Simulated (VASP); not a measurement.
SnTe2: single point with PBE

The system is SnTe2.

```
Sn Te
1.0
     2.08831    1.20569    6.29096
    -2.08831    1.20569    6.29096
     0.00000   -2.41137    6.29096
Sn Te
1 2
Direct
  0.00000 0.00000 0.00000
  0.24137 0.24137 0.24137
  0.75863 0.75863 0.75863
```

```
Program             : VASP 6.6.1
Task                : single point
Functional          : PBE
Potentials or basis : VASP PAW PBE potentials, release 64 (Sn_d, Te)
Cutoff              : 500 eV
k mesh              : 6 × 6 × 6
Occupations         : fermi-dirac, width 0.5 eV
Spin                : no spin polarisation
```

```yaml
Pressure: 3.7 GPa
Largest_force: 0.567 eV/Å
Band_gap_on_the_k_mesh: zero (band 13 reaches 6.36 eV, above the bottom of band 14 at 5.60 eV)
```

Forces on the atoms (eV/Å):
```
Sn   0.000  0.000  0.000
Te   0.000  0.000 -0.567
Te   0.000  0.000  0.567
```

Stress tensor (GPa, compression positive):
```
3.49 0.00 0.00
0.00 3.49 0.00
0.00 0.00 4.28
```

Levels at points of the mesh, in eV from the Fermi level:
| k point | band 11 | band 12 | band 13 | band 14 | band 15 | band 16 |
| --- | --- | --- | --- | --- | --- | --- |
| (0.00, 0.00, 0.00) | -0.87 | -0.87 | -0.27 | -0.21 | 2.28 | 2.74 |
| (0.50, 0.00, 0.00) | -2.50 | -2.47 | -1.43 | 0.20 | 2.25 | 4.69 |
| (0.50, 0.50, 0.00) | -2.29 | -1.38 | -0.44 | -0.15 | 2.63 | 3.23 |
| (0.50, 0.50, 0.50) | -1.29 | -0.42 | -0.42 | 1.67 | 2.12 | 2.82 |

It took 99 s on 1 thread of Intel(R) Xeon(R) Platinum 8488C (Sapphire Rapids) (shared host), peak memory 0.36 GiB.

Caveat: spin-orbit coupling is left out, which moves the levels of the heavy elements.
